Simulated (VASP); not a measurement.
# Re in VASP: a series of runs, part 2 of 2

VASP 6.6.1. Earlier steps stand in the parts before.

### Step 4. Single point, PBE, collinear spin

This run uses another cell than the first one.

Contents of INCAR:

```
PREC = Accurate
ENCUT = 520
EDIFF = 1E-6
ISMEAR = 0
SIGMA = 0.1
LREAL = False
LASPH = True
NELM = 200
ALGO = Normal
ISIF = 2
LWAVE = False
LCHARG = False
ISPIN = 2
MAGMOM = 1 1
LORBIT = 11
LMAXMIX = 4
LDIPOL = True
IDIPOL = 3
DIPOL = 0.5 0.5 0.288
GGA = PE
NBANDS = 18
GGA_COMPAT = False
NELMDL = -8
```

Contents of KPOINTS:

```
regular mesh
0
Gamma
  6 6 1
```

Contents of POSCAR:

```
Re
1.0
    2.7423093816      0.0000000000      0.0000000000
   -1.3711546908      2.3749095895      0.0000000000
    0.0000000000      0.0000000000     31.2251044000
Re
2
Direct
    0.0000000000      0.0000000000      0.2519718250
    0.0000000000      0.0000000000      0.3244874166
```

Potentials or basis: VASP PAW PBE potentials, release 64 (Re).

Command:

```console
$ cat potpaw_PBE.64/Re/POTCAR > POTCAR
$ mpirun -np 1 vasp_std > vasp.out
```

OUTCAR:

```text
PREC = Accurate
   ENCUT = 520
   EDIFF = 1E-6
   ISMEAR = 0
   LREAL = False
   LASPH = True
   NELM = 200
   ISIF = 2
   ISPIN = 2
   LORBIT = 11
   GGA = PE
   NELMDL = -8

 ion  position               nearest neighbor table
   1  0.000  0.000  0.252-   2 2.26
   2  0.000  0.000  0.324-   1 2.26

  LATTYP: Found a hexagonal cell.
 ALAT       =     2.7423093816
 C/A-ratio  =    11.3864265679

  Lattice vectors:

 A1 = (   2.7423093816,   0.0000000000,   0.0000000000)
 A2 = (  -1.3711546908,   2.3749095895,   0.0000000000)
 A3 = (   0.0000000000,   0.0000000000,  31.2251044000)

Analysis of symmetry for initial positions (statically):
=====================================================================
 Subroutine PRICEL returns:
 Original cell was already a primitive cell.

 Routine SETGRP: Setting up the symmetry group for a
 hexagonal supercell.

 Subroutine GETGRP returns: Found 24 space group operations
 (whereof 12 operations were pure point group operations)
 out of a pool of 24 trial point group operations.

The static configuration has the point symmetry C_6v.
 The point group associated with its full space group is D_6h.

Analysis of symmetry for dynamics (positions and initial velocities):
=====================================================================
 Subroutine PRICEL returns:
 Original cell was already a primitive cell.

 Routine SETGRP: Setting up the symmetry group for a
 hexagonal supercell.

 Subroutine GETGRP returns: Found 24 space group operations
 (whereof 12 operations were pure point group operations)
 out of a pool of 24 trial point group operations.

The dynamic configuration has the point symmetry C_6v.
 The point group associated with its full space group is D_6h.

Analysis of structural, dynamic, and magnetic symmetry:
=====================================================================
 Subroutine PRICEL returns:
 Original cell was already a primitive cell.

 Routine SETGRP: Setting up the symmetry group for a
 hexagonal supercell.

 Subroutine GETGRP returns: Found 24 space group operations
 (whereof 12 operations were pure point group operations)
 out of a pool of 24 trial point group operations.

The overall configuration has the point symmetry C_6v.
 The point group associated with its full space group is D_6h.

 Subroutine INISYM returns: Found 24 space group operations
 (whereof 12 operations are pure point group operations),
 and found     1 'primitive' translations

----------------------------------------------------------------------------------------

                                     Primitive cell

  volume of cell :     203.3609

  direct lattice vectors                    reciprocal lattice vectors
     2.742309382  0.000000000  0.000000000     0.364656157  0.210534330  0.000000000
    -1.371154691  2.374909590  0.000000000     0.000000000  0.421068661  0.000000000
     0.000000000  0.000000000 31.225104400     0.000000000  0.000000000  0.032025513

  length of vectors
     2.742309382  2.742309382 31.225104400     0.421068661  0.421068661  0.032025513

  position of ions in fractional coordinates (direct lattice)
     0.000000000  0.000000000  0.251971825
     0.000000000  0.000000000  0.324487417

  ion indices of the primitive-cell ions
   primitive index   ion index
[... 59 lines left out ...]
   NSW    =      0    number of steps for IOM
   IBRION =     -1    ionic relax: 0-MD 1-quasi-New 2-CG
   NFREE  =      0    steps in history (QN), initial steepest desc. (CG)
   ISIF   =      2    stress and relaxation
   ISYM   =      2    0-nonsym 1-usesym 2-fastsym
   POTIM  = 0.5000    time-step for ionic-motion
   TEBEG  =    0.0;   TEEND  =   0.0 temperature during run
   PSTRESS=    0.0 pullay stress
   NELECT =      14.0000    total number of electrons
   NUPDOWN=      -1.0000    fix difference up-down
   EMIN   =  10.00;   EMAX   =-10.00  energy-range for DOS
   EFERMI =   0.00;   METHOD = LEGACY
   ISMEAR =     0;   SIGMA  =   0.10  broadening in eV -4-tet -1-fermi 0-gaus
   EFERMI_NEDOS =   21; number of points for ismear=-14 and -15
   IALGO  =     38    algorithm
   IMIX   =      4    mixing-type and parameters
     AMIX     =   0.40;   BMIX     =  1.00
     AMIX_MAG =   1.60;   BMIX_MAG =  1.00
  volume/ion in A,a.u.               =     101.68       686.17
  Fermi-wavevector in a.u.,A,eV,Ry     =   0.670958  1.267926  6.125125  0.450184
  Thomas-Fermi vector in A             =   1.746632
   LORBIT       =     11    0 simple, 1 ext, 2 COOP (PROOUT), +10 PAW based schemes
   GGA     = PE    functional components
   LHFCALC =     F    Hartree Fock is set to
   AEXX    =    0.0000 exact exchange contribution
   IVDW    =     0    specifies the selected vdW correction
   LEPSILON=     F    determine dielectric tensor
   LRPA    =     F    only Hartree local field effects (RPA)
 spin polarized calculation
 Gauss-broadening in eV      SIGMA  =   0.10
  energy-cutoff  :      520.00
  volume of cell :      203.36
 maximum number of plane-waves:      5496
   NGX = 11   NGY = 11   NGZ =117

 number of electron      14.0000001 magnetization       0.0054507

 dipolmoment           0.000000      0.000000      0.000009 electrons x Angstroem

 number of electron      14.0000001 magnetization      -0.0001786

 dipolmoment           0.000000      0.000000     -0.000004 electrons x Angstroem

 Free energy of the ion-electron system (eV)
  ---------------------------------------------------
  ext. energy  EPLUGINS =         0.00000000
  ---------------------------------------------------
  free energy    TOTEN  =       -22.31567321 eV

  energy without entropy =      -22.30606897  energy(sigma->0) =      -22.31087109

 E-fermi :  -2.9173     XC(G=0):  -2.6822

 val. band max:       -3.1816037315   @ k =   0.0000   0.0000   0.0000
 cond. band min:      -2.8830178271   @ k =   0.1667  -0.0000   0.0000
 fundamental gap:      0.2985859043
 Fermi energy:        -2.9172610854

 spin component 1

 k-point     1 :       0.0000    0.0000    0.0000
  band No.  band energies     occupation
      1     -11.1693      1.00000
      2      -8.8426      1.00000
      3      -6.8356      1.00000
      4      -4.2595      1.00000
      5      -4.2595      1.00000
      6      -3.3672      1.00000
[... 123 lines left out ...]
      4      -4.7716      1.00000
      5      -4.7716      1.00000
      6      -4.1672      1.00000
[... 10 lines left out ...]
     17       8.3678      0.00000
     18       9.9386      0.00000
 Fermi energy:        -2.9172610854

 spin component 2

 k-point     1 :       0.0000    0.0000    0.0000
  band No.  band energies     occupation
      1     -11.1693      1.00000
      2      -8.8426      1.00000
      3      -6.8357      1.00000
      4      -4.2595      1.00000
      5      -4.2595      1.00000
      6      -3.3672      1.00000
[... 124 lines left out ...]
      5      -4.7716      1.00000
      6      -4.1672      1.00000
[... 10 lines left out ...]
     17       8.3674      0.00000
     18       9.9358      0.00000

------------------------ aborting loop because EDIFF is reached ----------------------------------------

 vacuum level on the upper side and lower side of the slab       (xc-potential included)        -0.220        -0.217

  FORCE on cell =-STRESS in cart. coord.  units (eV):
  Direction    XX          YY          ZZ          XY          YZ          ZX
  --------------------------------------------------------------------------------------
  -------------------------------------------------------------------------------------
  Total        0.0155009      0.0155009     -1.0269671      0.0000000      0.0000000     -0.0000000
  in kB        0.1221237      0.1221237     -8.0909533      0.0000000      0.0000000     -0.0000000
  external PRESSURE =      -2.6155687 kB  Pullay stress =       0.0000000 kB

 VOLUME and BASIS-vectors are now :
 -----------------------------------------------------------------------------
  energy-cutoff  :      520.00
  volume of cell :      203.36
      direct lattice vectors                 reciprocal lattice vectors
     2.742309382  0.000000000  0.000000000     0.364656157  0.210534330  0.000000000
    -1.371154691  2.374909590  0.000000000     0.000000000  0.421068661  0.000000000
     0.000000000  0.000000000 31.225104400     0.000000000  0.000000000  0.032025513

 POSITION                                       TOTAL-FORCE (eV/Angst)
 -----------------------------------------------------------------------------------
      0.00000      0.00000      7.86785         0.000000     -0.000000      0.444394
      0.00000      0.00000     10.13215        -0.000000      0.000000     -0.444394
 -----------------------------------------------------------------------------------
    total drift:                                0.000000      0.000000     -0.000063

  FREE ENERGIE OF THE ION-ELECTRON SYSTEM (eV)
  ---------------------------------------------------
  free  energy   TOTEN  =       -22.3156732128 eV

  energy  without entropy=      -22.3060689689  energy(sigma->0) =      -22.31087109

 vacuum level on the upper side and lower side of the slab         1.677         1.678

 total charge

# of ion       s       p       d       tot
------------------------------------------
    1        0.671   0.504   4.909   6.084
    2        0.671   0.504   4.909   6.084
--------------------------------------------------
tot          1.342   1.008   9.819  12.169

 magnetization (x)

# of ion       s       p       d       tot
------------------------------------------
    1        0.000  -0.000  -0.000  -0.000
    2        0.000  -0.000  -0.000  -0.000
--------------------------------------------------
tot          0.000  -0.000  -0.000  -0.000
```

OSZICAR:

```text
N       E                     dE             d eps       ncg     rms          rms(c)
DAV:   1     0.454836208584E+02    0.45484E+02   -0.44712E+03   882   0.591E+02
[... 28 lines left out ...]
DAV:  30    -0.223156290460E+02   -0.42524E-04   -0.19291E-06   576   0.832E-03    0.207E-03
DAV:  31    -0.223156493098E+02   -0.20264E-04   -0.12696E-06   588   0.563E-03    0.167E-03
DAV:  32    -0.223156601160E+02   -0.10806E-04   -0.38101E-07   554   0.846E-03    0.200E-03
DAV:  33    -0.223156654739E+02   -0.53580E-05   -0.24516E-07   576   0.663E-03    0.156E-03
DAV:  34    -0.223156694726E+02   -0.39986E-05   -0.12629E-07   442   0.742E-03    0.108E-03
DAV:  35    -0.223156724088E+02   -0.29362E-05   -0.84577E-08   512   0.578E-03    0.121E-03
DAV:  36    -0.223156732128E+02   -0.80405E-06   -0.66181E-08   510   0.535E-03
   1 F= -.22315673E+02 E0= -.22310871E+02  d E =-.960424E-02  mag=    -0.0002
```

Run time: 2.2 min. Hardware: 1 thread of Intel Xeon Platinum 8375C at 2.90GHz (Ice Lake), shared host; peak memory 0.37 GiB.

Results:

| Item | Value |
| --- | --- |
| Free energy | -22.3157 eV |
| Largest force | 0.444 eV/Å |
| Band gap on the k mesh | zero (filled and empty bands overlap) |
| Net moment | 0.00 μB per cell |
| Valence electrons inside the program's atomic spheres | Re 6.08 |

Forces in eV/Å, atoms in the order of the input:
```
Re   0.000  0.000  0.444
Re   0.000  0.000 -0.444
```

Levels at points of the mesh, in eV from the Fermi level:
Spin up:
```tsv
k point	band 3	band 4	band 5	band 6	band 7	band 8	band 9	band 10	band 11	band 12
(0.00, 0.00, 0.00)	-3.92	-1.34	-1.34	-0.45	-0.45	-0.26	0.40	0.40	0.55	3.86
(0.50, 0.00, 0.00)	-4.18	-2.72	-1.01	-0.80	1.63	2.94	3.37	4.29	4.78	5.93
```
Spin down:
```tsv
k point	band 4	band 5	band 6	band 7	band 8	band 9	band 10	band 11
(0.00, 0.00, 0.00)	-1.34	-1.34	-0.45	-0.45	-0.26	0.40	0.40	0.55
(0.50, 0.00, 0.00)	-2.72	-1.01	-0.80	1.63	2.94	3.37	4.29	4.78
```

Caveat: the k points lie up to 0.44 Å⁻¹ apart, too coarse for converged energies and pressures of a metal; spin-orbit coupling is left out, which moves the levels of the heavy elements.

### Step 5. Summary

| spin | cell | gap on the mesh (eV) | largest force (eV/Å) |
| --- | --- | --- | --- |
| off | a = 2.516, b = 2.516, c = 18.000 Å, angles 90.0, 90.0, 120.0°, 2 atoms, atomic positions A | none | 0.95 |
| off | a = 2.742, b = 2.742, c = 31.225 Å, angles 90.0, 90.0, 120.0°, 2 atoms, atomic positions B | none | 0.44 |
| collinear | a = 2.742, b = 2.742, c = 31.225 Å, angles 90.0, 90.0, 120.0°, 2 atoms, atomic positions B | none | 0.44 |

Alike in all rows: task single point; level PBE; potentials or basis VASP PAW PBE potentials, release 64 (Re); k mesh 6 × 6 × 1; cutoff (eV) 520; smearing gaussian 0.1 eV.

Caveats: all runs use coarse meshes; spin-orbit coupling is left out, which moves the levels of the heavy elements.

Absolute energies hang on the potentials; compare differences alone.

The gap in the log of VASP goes by the Fermi energy; the results here count the filled bands.